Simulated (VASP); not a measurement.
# FeBr (P-6m2) in VASP: a series of runs

Runs on FeBr. Level: PBE. Tasks: single point.

All numbers are computed with VASP 6.6.1; they aren't measurements. Logs are shortened: lines on timing, memory, paths and dates and some standing lists are left out, and cuts for length are marked.

## (1) The cell of the first run

The structure is hexagonal, space group P-6m2 (No. 187). The conventional cell has a = 3.389 Å, b = 3.389 Å, c = 3.771 Å, α = 90.00°, β = 90.00°, γ = 120.00°. Within 3.6 Å of Fe (site symmetry -6m2) lie 6 Br at 2.72 Å and 6 Fe at 3.39 Å. Br (site symmetry -6m2) has 6 Fe at 2.72 Å and 6 Br at 3.39 Å within 3.6 Å.

## (2) Single point, PBE, collinear spin, ferromagnetic start

Contents of INCAR:

```
SYSTEM = FeBr
PREC = Accurate
ENCUT = 520
EDIFF = 1E-6
ISMEAR = 0
SIGMA = 0.1
LREAL = .False.
LASPH = .True.
NELM = 150
ALGO = Normal
ISIF = 2
LWAVE = .False.
LCHARG = .False.
ISPIN = 2
MAGMOM = 3.23 0.12
LORBIT = 11
LMAXMIX = 4
GGA = PE
NBANDS = 18
```

Contents of KPOINTS:

```
Automatic mesh
0
Gamma
  18 18 16
  0 0 0
```

Contents of POSCAR:

```
FeBr
1.0
    3.3886756903     -0.0000000028      0.0000000000
   -1.6943378427      2.9346792343      0.0000000000
    0.0000000000      0.0000000000      3.7706950185
Fe Br
1 1
Direct
    0.0000000000      0.0000000000      0.0000000000
    0.6666666667      0.3333333333      0.5000000000
```

Potentials or basis: VASP PAW PBE potentials, release 64 (Fe, Br).

The run is started by

```console
cat potpaw_PBE.64/Fe/POTCAR potpaw_PBE.64/Br/POTCAR > POTCAR
mpirun -np 1 vasp_std > vasp.out
```

OUTCAR:

```text
SYSTEM = FeBr
   PREC = Accurate
   ENCUT = 520
   EDIFF = 1E-6
   ISMEAR = 0
   LREAL = .False.
   LASPH = .True.
   NELM = 150
   ISIF = 2
   ISPIN = 2
   LORBIT = 11
   GGA = PE

 ion  position               nearest neighbor table
   1  0.000  0.000  0.000-   2 2.72   2 2.72   2 2.72   2 2.72   2 2.72   2 2.72
   2  0.667  0.333  0.500-   1 2.72   1 2.72   1 2.72   1 2.72   1 2.72   1 2.72

  LATTYP: Found a hexagonal cell.
 ALAT       =     3.3886756903
 C/A-ratio  =     1.1127341071

  Lattice vectors:

 A1 = (   3.3886756903,  -0.0000000028,   0.0000000000)
 A2 = (  -1.6943378427,   2.9346792343,   0.0000000000)
 A3 = (   0.0000000000,   0.0000000000,   3.7706950185)

Analysis of symmetry for initial positions (statically):
=====================================================================
 Subroutine PRICEL returns:
 Original cell was already a primitive cell.

 Routine SETGRP: Setting up the symmetry group for a
 hexagonal supercell.

 Subroutine GETGRP returns: Found 12 space group operations
 (whereof 12 operations were pure point group operations)
 out of a pool of 24 trial point group operations.

The static configuration has the point symmetry D_3h.

Analysis of symmetry for dynamics (positions and initial velocities):
=====================================================================
 Subroutine PRICEL returns:
 Original cell was already a primitive cell.

 Routine SETGRP: Setting up the symmetry group for a
 hexagonal supercell.

 Subroutine GETGRP returns: Found 12 space group operations
 (whereof 12 operations were pure point group operations)
 out of a pool of 24 trial point group operations.

The dynamic configuration has the point symmetry D_3h.

Analysis of structural, dynamic, and magnetic symmetry:
=====================================================================
 Subroutine PRICEL returns:
 Original cell was already a primitive cell.

 Routine SETGRP: Setting up the symmetry group for a
 hexagonal supercell.

 Subroutine GETGRP returns: Found 12 space group operations
 (whereof 12 operations were pure point group operations)
 out of a pool of 24 trial point group operations.

The overall configuration has the point symmetry D_3h.

 Subroutine INISYM returns: Found 12 space group operations
 (whereof 12 operations are pure point group operations),
 and found     1 'primitive' translations

----------------------------------------------------------------------------------------

                                     Primitive cell

  volume of cell :      37.4983

[... 106 lines left out ...]
   IMIX   =      4    mixing-type and parameters
     AMIX     =   0.40;   BMIX     =  1.00
     AMIX_MAG =   1.60;   BMIX_MAG =  1.00
  volume/ion in A,a.u.               =      18.75       126.53
  Fermi-wavevector in a.u.,A,eV,Ry     =   1.206242  2.279467 19.796757  1.455021
  Thomas-Fermi vector in A             =   2.341915
   LORBIT       =     11    0 simple, 1 ext, 2 COOP (PROOUT), +10 PAW based schemes
   GGA     = PE    functional components
   LHFCALC =     F    Hartree Fock is set to
   AEXX    =    0.0000 exact exchange contribution
   IVDW    =     0    specifies the selected vdW correction
   LEPSILON=     F    determine dielectric tensor
   LRPA    =     F    only Hartree local field effects (RPA)
 spin polarized calculation
 Gauss-broadening in eV      SIGMA  =   0.10
  energy-cutoff  :      520.00
  volume of cell :       37.50
 maximum number of plane-waves:      1022
 NGX is ok and might be reduce to    28
   NGX = 13   NGY = 13   NGZ = 15

 number of electron      15.0000005 magnetization       3.0246382

 Free energy of the ion-electron system (eV)
  ---------------------------------------------------
  ext. energy  EPLUGINS =         0.00000000
  ---------------------------------------------------
  free energy    TOTEN  =        -8.95090022 eV

  energy without entropy =       -8.93946584  energy(sigma->0) =       -8.94518303

 E-fermi :   5.6366     XC(G=0): -10.5939

 val. band max:        5.6353508872   @ k =   0.2778   0.2222   0.0000
 cond. band min:       5.6383995474   @ k =   0.3889   0.2222   0.1250
 fundamental gap:      0.0030486602
 Fermi energy:         5.6365703216

 spin component 1

 k-point     1 :       0.0000    0.0000    0.0000
  band No.  band energies     occupation
      1     -12.3873      1.00000
      2       0.2110      1.00000
      3       1.6622      1.00000
      4       1.6622      1.00000
      5       2.2470      1.00000
      6       2.7870      1.00000
[... 493 lines left out ...]
     17      21.1623      0.00000
     18      22.1915      0.00000

 [... further k-points ...]

 spin component 2

 k-point     1 :       0.0000    0.0000    0.0000
  band No.  band energies     occupation
      1     -12.2837      1.00000
      2       0.3208      1.00000
      3       2.3366      1.00000
      4       2.3366      1.00000
      5       3.1978      1.00000
      6       5.7127      0.14069
[... 493 lines left out ...]
     17      21.5199      0.00000
     18      22.4406      0.00000

 [... further k-points ...]
[... 5 lines left out ...]
  --------------------------------------------------------------------------------------
  -------------------------------------------------------------------------------------
  Total        0.0221645      0.0221645     -0.0117502      0.0000000     -0.0000000     -0.0000000
  in kB        0.9470149      0.9470149     -0.5020453      0.0000000     -0.0000000     -0.0000000
  external PRESSURE =       0.4639948 kB  Pullay stress =       0.0000000 kB

 VOLUME and BASIS-vectors are now :
 -----------------------------------------------------------------------------
  energy-cutoff  :      520.00
  volume of cell :       37.50
      direct lattice vectors                 reciprocal lattice vectors
     3.388675690 -0.000000003  0.000000000     0.295100532  0.170376372  0.000000000
    -1.694337843  2.934679234  0.000000000     0.000000000  0.340752744  0.000000000
     0.000000000  0.000000000  3.770695019     0.000000000  0.000000000  0.265203098

 POSITION                                       TOTAL-FORCE (eV/Angst)
 -----------------------------------------------------------------------------------
      0.00000      0.00000      0.00000        -0.000000      0.000000      0.000000
      1.69434      0.97823      1.88535         0.000000     -0.000000      0.000000
 -----------------------------------------------------------------------------------
    total drift:                               -0.000000      0.000000      0.000000

  FREE ENERGIE OF THE ION-ELECTRON SYSTEM (eV)
  ---------------------------------------------------
  free  energy   TOTEN  =        -8.9509002237 eV

  energy  without entropy=       -8.9394658400  energy(sigma->0) =       -8.94518303

 total charge

# of ion       s       p       d       tot
------------------------------------------
    1        0.237   0.207   6.281   6.724
    2        1.619   3.203   0.059   4.880
--------------------------------------------------
tot          1.856   3.409   6.339  11.604

 magnetization (x)

# of ion       s       p       d       tot
------------------------------------------
    1        0.003   0.002   2.932   2.937
    2        0.014   0.086  -0.005   0.095
--------------------------------------------------
tot          0.017   0.088   2.927   3.032
```

Wall time 4.4 min (1 thread of Intel Xeon Platinum 8488C (Sapphire Rapids), shared host); peak memory 0.45 GiB.

Results:

| Quantity | Value |
| --- | --- |
| Free energy | -8.9509 eV |
| Pressure | 0.0 GPa |
| Band gap on the k mesh | zero (filled and empty bands overlap) |
| Net moment | 3.02 μB per cell |
| Site moments | Fe +2.94; Br +0.10 μB |
| Valence electrons inside the program's atomic spheres | Fe 6.72; Br 4.88 |

Caveat: semilocal functionals often make such compounds metallic where correlation or magnetic order opens a gap, which also shifts bond lengths.

## (3) Single point, PBE, collinear spin, ferromagnetic start

This run uses another cell than the first one, of 18.47 Å³/atom, 0.985 times its volume.

Contents of INCAR:

```
PREC     = Accurate       # precision mode
ENCUT    = 520            # plane-wave cutoff, eV
EDIFF    = 1E-6           # SCF threshold, eV
ISMEAR   = 0              # smearing method
SIGMA    = 0.1            # smearing width, eV
LREAL    = F              # projectors in reciprocal space
LASPH    = T              # aspherical terms in the spheres
NELM     = 150            # most SCF steps
ALGO     = Normal         # electronic algorithm
ISIF     = 2              # what is computed and relaxed
LWAVE    = F              # write WAVECAR
LCHARG   = T              # write CHGCAR
ISPIN    = 2              # spin polarisation
MAGMOM   = 4 0            # initial moments
LORBIT   = 11             # projections on sites
LMAXMIX  = 4              # l up to which the mixer works
GGA      = PE             # functional
LELF     = T              # ELF
LVHAR    = T            
NBANDS   = 18             # bands
```

Contents of KPOINTS:

```
regular mesh
0
Gamma
  6 6 6
```

Contents of POSCAR:

```
FeBr
1.0
    3.5225822700      0.0000000000      0.0000000000
   -1.7612911300      3.0506457300      0.0000000000
    0.0000000000      0.0000000000      3.4378658300
Fe Br
1 1
Direct
    0.0000000000      0.0000000000      0.0000000000
    0.6666666700      0.3333333300      0.5000000000
```

Potentials or basis: VASP PAW PBE potentials, release 64 (Fe, Br).

The run is started by

```console
cat potpaw_PBE.64/Fe/POTCAR potpaw_PBE.64/Br/POTCAR > POTCAR
mpirun -np 1 vasp_std > vasp.out
```

It took 32 s on 1 thread of Intel Xeon Platinum 8488C (Sapphire Rapids), shared host; peak memory 0.18 GiB.

The run converged. Its results:

| Item | Value |
| --- | --- |
| Free energy | -8.9136 eV |
| Pressure | 1.4 GPa |
| Band gap on the k mesh | zero (filled and empty bands overlap) |
| Net moment | 3.04 μB per cell |
| Site moments | Fe +2.94; Br +0.11 μB |
| Valence electrons inside the program's atomic spheres | Fe 6.79; Br 4.89 |

Stress tensor (GPa, compression positive):
```
0.60 0.00 0.00
0.00 0.60 0.00
0.00 0.00 2.87
```

Levels at points of the mesh, in eV from the Fermi level:
Spin up:
```tsv
k point	band 5	band 6	band 7	band 8	band 9	band 10	band 11	band 12	band 13	band 14
(0.00, 0.00, 0.00)	-3.53	-2.90	-2.90	-1.63	-1.63	-0.78	5.45	6.22	6.22	10.98
(0.50, 0.00, 0.00)	-3.41	-3.01	-2.27	-2.22	-1.40	1.59	4.94	6.64	6.69	10.64
(0.00, 0.00, 0.50)	-2.95	-2.95	-2.30	-1.92	-1.92	3.20	4.80	8.77	8.77	9.15
(0.50, 0.00, 0.50)	-2.78	-2.46	-2.36	-2.17	-1.21	-0.18	3.93	5.20	6.92	11.85
```
Spin down:
| k point | band 3 | band 4 | band 5 | band 6 | band 7 | band 8 | band 9 | band 10 |
| --- | --- | --- | --- | --- | --- | --- | --- | --- |
| (0.00, 0.00, 0.00) | -4.38 | -4.38 | -1.98 | -0.27 | 0.28 | 0.28 | 0.49 | 0.49 |
| (0.50, 0.00, 0.00) | -4.92 | -4.57 | -1.63 | 0.09 | 0.19 | 0.35 | 1.12 | 2.00 |
| (0.00, 0.00, 0.50) | -3.89 | -3.89 | -0.59 | -0.59 | -0.07 | 0.48 | 0.48 | 3.41 |
| (0.50, 0.00, 0.50) | -7.26 | -4.98 | -1.42 | 0.19 | 0.29 | 0.50 | 1.19 | 1.50 |

Caveat: semilocal functionals often make such compounds metallic where correlation or magnetic order opens a gap, which also shifts bond lengths.
